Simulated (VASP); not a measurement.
Here is a VASP 6.6.1 calculation.

File INCAR:

```
SYSTEM = Sn5H
ALGO     = Normal         ! electronic algorithm
EDIFF    = 1E-6           ! SCF threshold, eV
EDIFFG   = -0.08          ! ionic threshold
ENCUT    = 600            ! plane-wave cutoff, eV
GGA      = PE             ! functional
IBRION   = 2              ! ionic algorithm
ISIF     = 3              ! what is computed and relaxed
ISMEAR   = 0              ! smearing method
LASPH    = .TRUE.         ! aspherical terms in the spheres
LCHARG   = .FALSE.        ! write CHGCAR
LREAL    = .FALSE.        ! projectors in reciprocal space
LWAVE    = .FALSE.        ! write WAVECAR
NELM     = 80             ! most SCF steps
NSW      = 36             ! ionic steps
PREC     = Accurate       ! precision mode
SIGMA    = 0.2            ! smearing width, eV
```

Contents of KPOINTS:

```
k-points
0
G
  4 4 4
  0 0 0
```

Contents of POSCAR:

```
Sn5H
1.0
    0.0000000000      4.1521352400      4.1521352400
    4.1521352400      0.0000000000      4.1521352400
    4.1521352400      4.1521352400      0.0000000000
Sn H
5 1
Direct
    0.2500000000      0.2500000000      0.2500000000
    0.0910350800      0.0910350800      0.0910350800
    0.0910350800      0.0910350800      0.7268947500
    0.0910350800      0.7268947500      0.0910350800
    0.7268947500      0.0910350800      0.0910350800
    0.5000000000      0.5000000000      0.5000000000
```

Potentials or basis: VASP PAW PBE potentials, release 64 (Sn_d, H).

Run with:

```sh
$ cat potpaw_PBE.64/Sn_d/POTCAR potpaw_PBE.64/H/POTCAR > POTCAR
$ mpirun -np 1 vasp_std > vasp.out
```

Q: Predict the space group after relaxing (to 0.1 Å).

A: F-43m (No. 216).

Q: What does it give for the band gap on the k mesh?

A: Zero (an odd number of electrons rules out a gap without spin polarisation).

Q: Estimate the relaxed volume.

A: 51.54 Å³/atom.

Final structure:
```yaml
crystal:
  lattice:
    - [0.00000, 5.36736, 5.36736]
    - [5.36736, 0.00000, 5.36736]
    - [5.36736, 5.36736, 0.00000]
  atoms:
    - { symbol: Sn, position: [0.25000, 0.25000, 0.25000] }
    - { symbol: Sn, position: [0.09770, 0.09770, 0.09770] }
    - { symbol: Sn, position: [0.09770, 0.09770, 0.70691] }
    - { symbol: Sn, position: [0.09770, 0.70691, 0.09770] }
    - { symbol: Sn, position: [0.70691, 0.09770, 0.09770] }
    - { symbol: H, position: [0.50000, 0.50000, 0.50000] }
```

Caveat: the volume moved by over 15 % at a fixed basis, so the end points are rough; spin-orbit coupling is left out, which moves the levels of the heavy elements.
